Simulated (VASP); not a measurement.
Input of a VASP 6.6.1 run:

File INCAR:

```
SYSTEM = Si
PREC = Accurate ; ENCUT = 520
EDIFF = 1E-6 ; ISMEAR = 0
SIGMA = 0.05 ; LREAL = .FALSE.
LASPH = .TRUE. ; NELM = 60
ALGO = Normal ; ISIF = 2
LWAVE = .FALSE. ; LCHARG = .FALSE.
GGA = PE ; NBANDS = 26
```

KPOINTS

```
regular mesh
0
G
  6 6 6
  0 0 0
```

Contents of POSCAR:

```
Si
1.0
    5.3977707174      0.0968274432     -0.0360833631
   -0.0968274432     -5.2545240732     -0.1511615365
    0.0360833631     -0.1511615365     -5.6234202196
Si
8
Direct
    0.4919112477      0.0230099647      0.0366551284
    0.0018203692      0.5023065186     -0.0110348382
    0.0280910882      0.0218634841      0.4869099815
    0.5136290122      0.4680957303      0.5067646768
    0.6931816370      0.7723052318      0.7336590954
    0.2929925437      0.2565140546      0.7136218159
    0.2384514634      0.7017837359      0.2464904448
    0.7399226387      0.2541212800      0.2869336953
```

Potentials or basis: VASP PAW PBE potentials, release 64 (Si).

The run is started by

```console
$ cat potpaw_PBE.64/Si/POTCAR > POTCAR
$ mpirun -np 1 vasp_std > vasp.out
```

Question: Estimate the largest force.

Answer: 9.509 eV/Å.

Question: Estimate the band gap on the k mesh.

Answer: Zero (bands 16 and 17 overlap by 0.08 eV).

Question: Predict the pressure.

Answer: 6.2 GPa.

Forces in eV/Å, atoms in the order of the input:
```
Si  -0.383  1.219  1.182
Si  -1.491  0.591  1.676
Si  -0.702  2.271 -0.439
Si   2.483 -6.364  3.292
Si   2.528 -0.718 -1.282
Si  -5.637  3.997 -6.532
Si   0.596 -1.907 -0.932
Si   2.607  0.911  3.035
```

Caveat: the cell differs from its parent crystal (atoms moved at random and the cell strained at random); the cell stands under pressure; semilocal functionals underestimate gaps, and a narrow one can read as zero; forces of over 1 eV/Å act on the atoms, so gaps and moduli don't describe the material at rest.
